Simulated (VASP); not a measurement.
Input of a VASP 6.6.1 run:

The input INCAR:

```
SYSTEM = Ge
  PREC = Accurate
  ENCUT = 520
  EDIFF = 1E-7
  ISMEAR = -1
  SIGMA = 0.05
  LREAL = .False.
  LASPH = .True.
  NELM = 60
  ALGO = Normal
  ISIF = 2
  LWAVE = .False.
  LCHARG = .False.
  GGA = PE
  NBANDS = 13
```

File KPOINTS:

```
Automatic mesh
0
Gamma
  17 17 17
  0 0 0
```

File POSCAR:

```
Ge
1.0
   -1.6851459495      1.6851459495      1.6851459495
    1.6851459495     -1.6851459495      1.6851459495
    1.6851459495      1.6851459495     -1.6851459495
Ge
1
Direct
    0.0000000000      0.0000000000      0.0000000000
```

Potentials or basis: VASP PAW PBE potentials, release 64 (Ge_d).

Launch:

```console
$ cat potpaw_PBE.64/Ge_d/POTCAR > POTCAR
$ mpirun -np 1 vasp_std > vasp.out
```

(1) Estimate the band gap on the k mesh.

(2) Estimate the pressure.

Results:

(1) zero (bands 7 and 8 overlap by 11.94 eV).

(2) 0.0 GPa.
